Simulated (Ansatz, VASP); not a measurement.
NaSnF3: VASP beside Ansatz

```
CELL_PARAMETERS angstrom
4.81803 0.00000 0.00000
0.00000 4.81803 0.00000
0.00000 0.00000 4.81803
ATOMIC_POSITIONS crystal
Na 0.00000 0.00000 0.00000
Sn 0.50000 0.50000 0.50000
F 0.50000 0.50000 0.00000
F 0.50000 0.00000 0.50000
F 0.00000 0.50000 0.50000
```

Change from the starting cell: hydrostatic strain +4.0%.

Alike in both runs: task single point; functional PBE; k mesh 6 × 6 × 6; occupations fermi-dirac, width 0.02 eV; no spin polarisation.

|  | VASP | Ansatz |
| --- | --- | --- |
| version | VASP 6.6.1 | Ansatz 0.2.0 |
| potentials or method | VASP PAW PBE potentials, release 64 (Na_pv, Sn_d, F) | plane waves, PAW |
| plane-wave cutoff (eV) | 520 | 420 |
| valence electrons in the cell | 42 | 44 |

VASP gave:

| Property | Result |
| --- | --- |
| gap on the k mesh at the Fermi level (eV) | 1.49 |
| pressure (GPa) | -2.9 |

Q: Estimate Ansatz's values.

A: gap on the k mesh at the Fermi level (eV): 1.50; pressure (GPa): -2.8.

With one functional, cell and mesh, what is left measures potentials, basis and numerics. VASP's potentials hold 42 valence electrons a cell and Ansatz's 44, so a difference there can come from the potentials and not from the codes.
